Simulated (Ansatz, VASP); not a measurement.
**In3GaAs4: VASP beside Ansatz**

```
CELL_PARAMETERS angstrom
4.29036 0.00000 0.00000
0.00000 4.29036 0.00000
0.00000 0.00000 12.20222
ATOMIC_POSITIONS crystal
In 0.00000 0.00000 0.00000
In 0.50000 0.50000 0.25867
In 0.50000 0.50000 0.74133
Ga 0.00000 0.00000 0.50000
As 0.50000 0.00000 0.12938
As 0.00000 0.50000 0.38869
As 0.50000 0.00000 0.61131
As 0.00000 0.50000 0.87062
```

Alike in both runs: functional PBE; k mesh 10 × 10 × 4; occupations gaussian, width 0.1 eV; no spin polarisation.

Ansatz relaxed the structure, and its values are those at the end. VASP's run is a single point on that final structure, the one shown.

|  | VASP | Ansatz |
| --- | --- | --- |
| version | VASP 6.6.1 | Ansatz 0.2.0 |
| potentials or method | VASP PAW PBE potentials, release 64 (In_d, Ga_d, As), cutoff 520 eV | scalar-relativistic, plane waves, PAW |
| valence electrons in the cell | 72 | 112 |

VASP gave:

- gap on the k mesh at the Fermi level (eV): none
- pressure (GPa): 0.1
- rms of the force components (eV/Å): 0.005

Task: Which values does Ansatz return?

Result: gap on the k mesh at the Fermi level (eV): none; pressure (GPa): 0.0; rms of the force components (eV/Å): 0.003.

A gap of «none» marks a metal or a gap that the smearing closes. VASP's potentials hold 72 valence electrons a cell and Ansatz's 112, so a difference there can come from the potentials and not from the codes.
